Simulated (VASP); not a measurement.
# AlN (Fm-3m) in VASP: single point with PBEsol

Aim: the single point of AlN with PBEsol.

The COD entry that gives the cell may itself be a prediction, so a difference from it is no test against experiment.

Program: VASP 6.6.1. These are calculated values, not measurements. Logs are shortened: lines on timing, memory, paths and dates and some standing lists are left out, and cuts for length are marked.

## 1. The cell of the first run

The structure is cubic, space group Fm-3m (No. 225). The conventional cell has a = 3.938 Å, b = 3.938 Å, c = 3.938 Å, α = 90.00°, β = 90.00°, γ = 90.00°. Within 2.6 Å of Al (site symmetry m-3m) lie 6 N at 1.97 Å. N (site symmetry m-3m) has 6 Al at 1.97 Å within 2.6 Å.

## 2. Single point, PBEsol

INCAR reads:

```
SYSTEM = AlN
  PREC = Accurate
  ENCUT = 520
  EDIFF = 1E-7
  ISMEAR = -1
  SIGMA = 0.02
  LREAL = .FALSE.
  LASPH = .TRUE.
  NELM = 80
  ALGO = Normal
  ISIF = 2
  LWAVE = .FALSE.
  LCHARG = .FALSE.
  GGA = PS
  NBANDS = 11
```

KPOINTS reads:

```
regular mesh
0
G
  10 10 10
  0 0 0
```

POSCAR reads:

```
AlN
1.0
    0.0000000000      1.9690000000      1.9690000000
    1.9690000000      0.0000000000      1.9690000000
    1.9690000000      1.9690000000      0.0000000000
Al N
1 1
Direct
    0.0000000000      0.0000000000      0.0000000000
    0.5000000000      0.5000000000      0.5000000000
```

Potentials or basis: VASP PAW PBE potentials, release 64 (Al, N).

On the command line:

```bash
> cat potpaw_PBE.64/Al/POTCAR potpaw_PBE.64/N/POTCAR > POTCAR
> mpirun -np 1 vasp_std > vasp.out
```

OUTCAR:

```text
SYSTEM = AlN
   PREC = Accurate
   ENCUT = 520
   EDIFF = 1E-7
   ISMEAR = -1
   LREAL = .FALSE.
   LASPH = .TRUE.
   NELM = 80
   ISIF = 2
   GGA = PS

 ion  position               nearest neighbor table
   1  0.000  0.000  0.000-   2 1.97   2 1.97   2 1.97   2 1.97   2 1.97   2 1.97
   2  0.500  0.500  0.500-   1 1.97   1 1.97   1 1.97   1 1.97   1 1.97   1 1.97

  LATTYP: Found a face centered cubic cell.
 ALAT       =     3.9380000000

  Lattice vectors:

 A1 = (   0.0000000000,   1.9690000000,   1.9690000000)
 A2 = (   1.9690000000,   0.0000000000,   1.9690000000)
 A3 = (   1.9690000000,   1.9690000000,   0.0000000000)

Analysis of symmetry for initial positions (statically):
=====================================================================
 Subroutine PRICEL returns:
 Original cell was already a primitive cell.

 Routine SETGRP: Setting up the symmetry group for a
 face centered cubic supercell.

 Subroutine GETGRP returns: Found 48 space group operations
 (whereof 48 operations were pure point group operations)
 out of a pool of 48 trial point group operations.

The static configuration has the point symmetry O_h .

Analysis of symmetry for dynamics (positions and initial velocities):
=====================================================================
 Subroutine PRICEL returns:
 Original cell was already a primitive cell.

 Routine SETGRP: Setting up the symmetry group for a
 face centered cubic supercell.

 Subroutine GETGRP returns: Found 48 space group operations
 (whereof 48 operations were pure point group operations)
 out of a pool of 48 trial point group operations.

The dynamic configuration has the point symmetry O_h .

 Subroutine INISYM returns: Found 48 space group operations
 (whereof 48 operations are pure point group operations),
 and found     1 'primitive' translations

----------------------------------------------------------------------------------------

                                     Primitive cell

  volume of cell :      15.2675

  direct lattice vectors                    reciprocal lattice vectors
     0.000000000  1.969000000  1.969000000    -0.253936008  0.253936008  0.253936008
     1.969000000  0.000000000  1.969000000     0.253936008 -0.253936008  0.253936008
     1.969000000  1.969000000  0.000000000     0.253936008  0.253936008 -0.253936008

  length of vectors
     2.784586504  2.784586504  2.784586504     0.439830068  0.439830068  0.439830068

  position of ions in fractional coordinates (direct lattice)
     0.000000000  0.000000000  0.000000000
     0.500000000  0.500000000  0.500000000

  ion indices of the primitive-cell ions
   primitive index   ion index
                 1           1
                 2           2

----------------------------------------------------------------------------------------

 KPOINTS: regular mesh

Automatic generation of k-mesh.
 Grid dimensions read from file:
 generate k-points for:   10   10   10

 Generating k-lattice:

  Cartesian coordinates                     Fractional coordinates (reciprocal lattice)
    -0.025393601  0.025393601  0.025393601     0.100000000  0.000000000  0.000000000
     0.025393601 -0.025393601  0.025393601     0.000000000  0.100000000  0.000000000
     0.025393601  0.025393601 -0.025393601     0.000000000  0.000000000  0.100000000

  Length of vectors
     0.043983007  0.043983007  0.043983007

  Shift w.r.t. Gamma in fractional coordinates (k-lattice)
     0.000000000  0.000000000  0.000000000

 Subroutine IBZKPT returns following result:
 ===========================================

 Found     47 irreducible k-points:

 Following reciprocal coordinates:
            Coordinates               Weight
  0.000000  0.000000  0.000000      1.000000
  0.100000  0.000000  0.000000      8.000000
  0.200000  0.000000  0.000000      8.000000
  0.300000  0.000000  0.000000      8.000000
  0.400000  0.000000  0.000000      8.000000
  0.500000  0.000000  0.000000      4.000000
[... 16 lines left out ...]
  0.300000  0.300000  0.000000      6.000000
  0.400000  0.300000  0.000000     24.000000
 [... further k-points ...]
   k-points           NKPTS =     47   k-points in BZ     NKDIM =     47   number of bands    NBANDS=     11
   number of dos      NEDOS =    301   number of ions     NIONS =      2
   total plane-waves  NPLWV =  13824
   dimension x,y,z NGX =    24 NGY =   24 NGZ =   24
   dimension x,y,z NGXF=    48 NGYF=   48 NGZF=   48
   ions per type =               1   1
   NGX,Y,Z   is equivalent  to a cutoff of  14.33, 14.33, 14.33 a.u.
   NGXF,Y,Z  is equivalent  to a cutoff of  28.66, 28.66, 28.66 a.u.
 SYSTEM =  AlN
   PREC   = accura    normal or accurate (medium, high low for compatibility)
   ISTART =      0    job   : 0-new  1-cont  2-samecut
   ICHARG =      2    charge: 1-file 2-atom 10-const
   ISPIN  =      1    spin polarized calculation?
   LNONCOLLINEAR =      F non collinear calculations
   LSORBIT =      F    spin-orbit coupling
   LASPH  =      T    aspherical Exc in radial PAW
   ENCUT  =  520.0 eV  38.22 Ry    6.18 a.u.   5.18  5.18  5.18*2*pi/ulx,y,z
   NELM   =     80;   NELMIN=  2; NELMDL= -5     # of ELM steps
   EDIFF  = 0.1E-06   stopping-criterion for ELM
   LREAL  =      F    real-space projection
   EDIFFG = 0.1E-05   stopping-criterion for IOM
   NSW    =      0    number of steps for IOM
   IBRION =     -1    ionic relax: 0-MD 1-quasi-New 2-CG
   NFREE  =      0    steps in history (QN), initial steepest desc. (CG)
   ISIF   =      2    stress and relaxation
   ISYM   =      2    0-nonsym 1-usesym 2-fastsym
   POTIM  = 0.5000    time-step for ionic-motion
   TEBEG  =    0.0;   TEEND  =   0.0 temperature during run
   PSTRESS=    0.0 pullay stress
   NELECT =       8.0000    total number of electrons
   NUPDOWN=      -1.0000    fix difference up-down
   EMIN   =  10.00;   EMAX   =-10.00  energy-range for DOS
   EFERMI =   0.00;   METHOD = LEGACY
   ISMEAR =    -1;   SIGMA  =   0.02  broadening in eV -4-tet -1-fermi 0-gaus
   EFERMI_NEDOS =   21; number of points for ismear=-14 and -15
   IALGO  =     38    algorithm
   IMIX   =      4    mixing-type and parameters
     AMIX     =   0.40;   BMIX     =  1.00
     AMIX_MAG =   1.60;   BMIX_MAG =  1.00
  volume/ion in A,a.u.               =       7.63        51.51
  Fermi-wavevector in a.u.,A,eV,Ry     =   1.319823  2.494104 23.700443  1.741933
  Thomas-Fermi vector in A             =   2.449694
   LORBIT       =      0    0 simple, 1 ext, 2 COOP (PROOUT), +10 PAW based schemes
   GGA     = PS    functional components
   LHFCALC =     F    Hartree Fock is set to
   AEXX    =    0.0000 exact exchange contribution
   IVDW    =     0    specifies the selected vdW correction
   LEPSILON=     F    determine dielectric tensor
   LRPA    =     F    only Hartree local field effects (RPA)
 non-spin polarized calculation
  energy-cutoff  :      520.00
  volume of cell :       15.27
 maximum number of plane-waves:       424
 NGX is ok and might be reduce to    24
   NGX = 11   NGY = 11   NGZ = 11

 number of electron       8.0000000 magnetization

 Free energy of the ion-electron system (eV)
  ---------------------------------------------------
  ext. energy  EPLUGINS =         0.00000000
  ---------------------------------------------------
  free energy    TOTEN  =       -15.35549378 eV

  energy without entropy =      -15.35549378  energy(sigma->0) =      -15.35549378

 E-fermi :  11.4535     XC(G=0): -12.8304

 val. band max:       10.9492408089   @ k =   0.0000   0.0000   0.0000
 cond. band min:      15.9359332497   @ k =   0.5000   0.5000   0.0000
 fundamental gap:      4.9866924408
 Fermi energy:        11.4534702622

 k-point     1 :       0.0000    0.0000    0.0000
  band No.  band energies     occupation
      1      -7.3459      2.00000
      2      10.9492      2.00000
      3      10.9492      2.00000
      4      10.9492      2.00000
      5      17.8043      0.00000
      6      23.2203      0.00000
      7      23.2203      0.00000
      8      23.2203      0.00000
      9      28.5206      0.00000
     10      29.2215      0.00000
     11      29.2215      0.00000

 k-point     2 :       0.1000    0.0000    0.0000
  band No.  band energies     occupation
      1      -7.1236      2.00000
      2       9.9161      2.00000
      3      10.8061      2.00000
      4      10.8061      2.00000
      5      18.3680      0.00000
      6      22.3283      0.00000
      7      23.5646      0.00000
      8      23.5646      0.00000
      9      27.8549      0.00000
     10      27.8549      0.00000
     11      30.0248      0.00000

 k-point     3 :       0.2000    0.0000    0.0000
  band No.  band energies     occupation
      1      -6.4747      2.00000
      2       7.6620      2.00000
      3      10.4608      2.00000
      4      10.4608      2.00000
      5      18.7007      0.00000
      6      22.1480      0.00000
      7      23.9423      0.00000
      8      23.9423      0.00000
      9      27.1720      0.00000
     10      27.1720      0.00000
     11      29.6504      0.00000

 k-point     4 :       0.3000    0.0000    0.0000
  band No.  band energies     occupation
      1      -5.4714      2.00000
      2       5.1602      2.00000
      3      10.0805      2.00000
      4      10.0805      2.00000
      5      18.1385      0.00000
      6      23.3678      0.00000
      7      23.3678      0.00000
      8      23.4790      0.00000
      9      28.6287      0.00000
     10      28.6287      0.00000
     11      28.7309      0.00000

 k-point     5 :       0.4000    0.0000    0.0000
  band No.  band energies     occupation
      1      -4.3312      2.00000
      2       3.0178      2.00000
      3       9.8021      2.00000
      4       9.8021      2.00000
      5      17.6632      0.00000
      6      22.7358      0.00000
      7      22.7358      0.00000
      8      24.8346      0.00000
      9      28.0528      0.00000
     10      30.9675      0.00000
     11      30.9675      0.00000
[... 211 lines left out ...]
 k-point    21 :      -0.3000    0.2000    0.0000
  band No.  band energies     occupation
      1      -4.1032      2.00000
      2       4.2032      2.00000
      3       6.9478      2.00000
      4       9.6567      2.00000
      5      19.6716      0.00000
      6      21.4312      0.00000
      7      23.2283      0.00000
      8      24.0081      0.00000
      9      28.4002      0.00000
     10      31.0013      0.00000
     11      32.9290      0.00000

 k-point    22 :      -0.2000    0.2000    0.0000
  band No.  band energies     occupation
      1      -5.1470      2.00000
      2       5.7803      2.00000
      3       7.7061      2.00000
      4      10.1372      2.00000
      5      20.3602      0.00000
      6      21.1834      0.00000
      7      22.6807      0.00000
      8      24.2377      0.00000
      9      26.2501      0.00000
     10      30.7803      0.00000
     11      32.6848      0.00000

 k-point    23 :       0.3000    0.3000    0.0000
  band No.  band energies     occupation
      1      -4.8824      2.00000
      2       5.8832      2.00000
      3       8.7425      2.00000
      4       8.7425      2.00000
      5      17.4162      0.00000
      6      18.6431      0.00000
      7      23.5936      0.00000
      8      27.4516      0.00000
      9      27.4516      0.00000
     10      32.1411      0.00000
     11      36.1775      0.00000

 k-point    24 :       0.4000    0.3000    0.0000
  band No.  band energies     occupation
      1      -4.0353      2.00000
      2       4.7372      2.00000
      3       7.8955      2.00000
      4       8.4631      2.00000
      5      17.2662      0.00000
      6      18.2890      0.00000
      7      24.0172      0.00000
      8      27.4673      0.00000
      9      28.3345      0.00000
     10      33.5678      0.00000
     11      36.8146      0.00000

 [... further k-points ...]

------------------------ aborting loop because EDIFF is reached ----------------------------------------

  FORCE on cell =-STRESS in cart. coord.  units (eV):
  Direction    XX          YY          ZZ          XY          YZ          ZX
  --------------------------------------------------------------------------------------
  -------------------------------------------------------------------------------------
  Total        2.3627881      2.3627881      2.3627881     -0.0000000      0.0000000     -0.0000000
  in kB      247.9523431    247.9523431    247.9523431     -0.0000000      0.0000000     -0.0000000
  external PRESSURE =     247.9523431 kB  Pullay stress =       0.0000000 kB

 VOLUME and BASIS-vectors are now :
 -----------------------------------------------------------------------------
  energy-cutoff  :      520.00
  volume of cell :       15.27
      direct lattice vectors                 reciprocal lattice vectors
     0.000000000  1.969000000  1.969000000    -0.253936008  0.253936008  0.253936008
     1.969000000  0.000000000  1.969000000     0.253936008 -0.253936008  0.253936008
     1.969000000  1.969000000  0.000000000     0.253936008  0.253936008 -0.253936008

 POSITION                                       TOTAL-FORCE (eV/Angst)
 -----------------------------------------------------------------------------------
      0.00000      0.00000      0.00000         0.000000      0.000000     -0.000000
      1.96900      1.96900      1.96900         0.000000      0.000000      0.000000
 -----------------------------------------------------------------------------------
    total drift:                               -0.000000     -0.000000      0.000000

  FREE ENERGIE OF THE ION-ELECTRON SYSTEM (eV)
  ---------------------------------------------------
  free  energy   TOTEN  =       -15.3554937783 eV

  energy  without entropy=      -15.3554937783  energy(sigma->0) =      -15.35549378
```

It took 7.3 s on 1 thread of Intel Xeon Platinum 8259CL at 2.50GHz (Skylake/Cascade Lake), shared host; peak memory 0.13 GiB.

What came out:

| Property | Result |
| --- | --- |
| Free energy | -15.3555 eV |
| Pressure | 24.8 GPa |
| Band gap on the k mesh | 4.99 eV, indirect (least direct gap 6.86 eV) |

Caveat: the PAW data sets were made with another functional, which shifts forces and pressure a little.
